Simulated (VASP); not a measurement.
Wanted: the native input for a VASP 6.6.1 run.

```yaml
Task: single point
Functional: PBE0
Potentials_or_basis: VASP PAW PBE potentials, release 64 (Mn_pv, O)
Cutoff: 520 eV
k_mesh: 5 × 5 × 5
Occupations: fermi-dirac, width 0.05 eV
Spin: collinear spin, ferromagnetic start
Starting_moments: "[4.0, 0.0] μB"
Dipole_correction: no
Grid_for_exact_exchange_PRECFOCK: Normal
Further_INCAR_settings: ALGO = Normal; EDIFF = 1e-06; NBANDS = 20
Share_of_exact_exchange: 0.25
```

Crystal: MnO.

```
Mn O
1.0
     0.00000    2.22391    2.22391
     2.22391    0.00000    2.22391
     2.22391    2.22391    0.00000
Mn O
1 1
Direct
  0.00000 0.00000 0.00000
  0.50000 0.50000 0.50000
```

These files were run (other wordings do the same):

POSCAR

```
MnO
1.0
    0.0000000000      2.2239077028      2.2239077028
    2.2239077028      0.0000000000      2.2239077028
    2.2239077028      2.2239077028      0.0000000000
Mn O
1 1
Direct
    0.0000000000      0.0000000000      0.0000000000
    0.5000000000      0.5000000000      0.5000000000
```

INCAR.step1

```
ALGO = Normal
EDIFF = 1E-5
ENCUT = 520
GGA = PE
ISIF = 2
ISMEAR = -1
ISPIN = 2
LASPH = T
LMAXMIX = 4
LORBIT = 11
LREAL = F
LWAVE = T
MAGMOM = 4 0
NBANDS = 20
NELM = 150
PREC = Accurate
SIGMA = 0.05
```

INCAR.step2

```
AEXX = 0.25
ALGO = Normal
EDIFF = 1E-6
ENCUT = 520
GGA = PE
ISIF = 2
ISMEAR = -1
ISPIN = 2
ISTART = 1
LASPH = T
LCHARG = T
LELF = T
LHFCALC = T
LMAXMIX = 4
LORBIT = 11
LREAL = F
LVHAR = T
LWAVE = F
MAGMOM = 4 0
NBANDS = 20
NELM = 150
PREC = Accurate
PRECFOCK = Normal
SIGMA = 0.05
```

KPOINTS

```
k-points
0
Gamma
  5 5 5
```

Potentials or basis: VASP PAW PBE potentials, release 64 (Mn_pv, O).

Launch:

```sh
$ cat potpaw_PBE.64/Mn_pv/POTCAR potpaw_PBE.64/O/POTCAR > POTCAR
$ cp INCAR.step1 INCAR
$ mpirun -np 1 vasp_std > vasp.out
$ cp INCAR.step2 INCAR
$ mpirun -np 1 vasp_std > vasp.out
```

It gave:

* Pressure: 1.3 GPa
* Band gap on the k mesh: 2.20 eV (least direct gap 4.79 eV)
* Net moment: 5.00 μB per cell
* Site moments: Mn +4.58; O +0.20 μB
* Valence electrons inside the program's atomic spheres: Mn 11.32; O 5.04

Caveat: the k points lie up to 0.49 Å⁻¹ apart; the PAW data sets were made with another functional, which shifts forces and pressure a little; an odd mesh through Γ misses points on the zone boundary, where band edges can lie; a cell with one magnetic atom can't hold antiferromagnetic order, which such compounds often take.

Wall time 22 min on 1 thread of AMD EPYC 7R13 (shared host), peak memory 0.16 GiB.
